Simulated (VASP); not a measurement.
A run of VASP 6.6.1:

INCAR

```
ALGO = Normal
EDIFF = 1E-6
EDIFFG = -0.01
ENCUT = 600
GGA = PE
IBRION = 2
ISIF = 3
ISMEAR = 0
LASPH = True
LCHARG = False
LREAL = False
LWAVE = False
NELM = 80
NSW = 100
PREC = Accurate
SIGMA = 0.1
```

Contents of KPOINTS:

```
k-points
0
Gamma
  16 16 16
```

File POSCAR:

```
SiBi
1.0
    3.6056981874      0.0000000000      0.0000000000
    0.0000000000      3.6056981874      0.0000000000
    0.0000000000      0.0000000000      3.6056981874
Si Bi
1 1
Direct
    0.0000000000      0.0000000000      0.0000000000
    0.5000000000      0.5000000000      0.5000000000
```

Potentials or basis: VASP PAW PBE potentials, release 64 (Si, Bi_d).

Launch:

```sh
$ cat potpaw_PBE.64/Si/POTCAR potpaw_PBE.64/Bi_d/POTCAR > POTCAR
$ mpirun -np 1 vasp_std > vasp.out
```

Hardware: 1 thread of Oxide Virtual Turin-like Processor, with other jobs on the host.

Question: How long does it take, and how much memory?

Answer: Wall time 5.4 min on 1 thread of Oxide Virtual Turin-like Processor, with other jobs on the host, peak memory 0.24 GiB. Counts: scf iterations 25, k points 165, ion steps 3.
